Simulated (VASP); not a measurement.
Wanted: the native input for a VASP 6.6.1 run.

| Item | Value |
| --- | --- |
| Task | single point |
| Functional | PBE |
| Dispersion | D3(BJ) |
| Potentials or basis | VASP PAW PBE potentials, release 64 (Sb) |
| Cutoff | 520 eV |
| k mesh | 9 × 9 × 1 |
| Occupations | gaussian, width 0.05 eV |
| Spin | no spin polarisation |
| Dipole correction | yes |
| Further INCAR settings | ALGO = Normal; EDIFF = 1e-06; NBANDS = 18 |

The structure of Sb lies in POSCAR:

```
Sb
1.0
    4.0686848921      0.0000000000      0.0000000000
   -2.0343424461      3.5235844766      0.0000000000
    0.0000000000      0.0000000000     20.8000277116
Sb
4
Direct
    0.3333333333      0.6666666667      0.2956733491
    0.6666666667      0.3333333333      0.2163458656
    0.2222222222      1.6666666667      0.5600967399
    0.5555555556      1.3333333333      0.4807692564
```

The input as run:

INCAR

```
SYSTEM = Sb
ALGO = Normal
DIPOL = 0.5 0.5 0.388
EDIFF = 1E-6
ENCUT = 520
GGA = PE
IDIPOL = 3
ISIF = 2
ISMEAR = 0
IVDW = 12
LASPH = .TRUE.
LCHARG = .FALSE.
LDIPOL = .TRUE.
LREAL = .FALSE.
LWAVE = .FALSE.
NBANDS = 18
NELM = 60
PREC = Accurate
SIGMA = 0.05
```

KPOINTS

```
k-points
0
G
  9 9 1
  0 0 0
```

Potentials or basis: VASP PAW PBE potentials, release 64 (Sb).

Launch:

```console
$ cat potpaw_PBE.64/Sb/POTCAR > POTCAR
$ mpirun -np 1 vasp_std > vasp.out
```

Results of the run:

| Property | Result |
| --- | --- |
| Largest force | 0.204 eV/Å |
| Band gap on the k mesh | 0.88 eV, indirect (least direct gap 1.48 eV) |
| Dispersion energy per atom | -0.291 eV |

Caveat: spin-orbit coupling is left out, which moves the levels of the heavy elements.

Wall time 2.1 min on 1 thread of Intel(R) Xeon(R) 6975P-C (Granite Rapids) (shared host), peak memory 0.48 GiB.
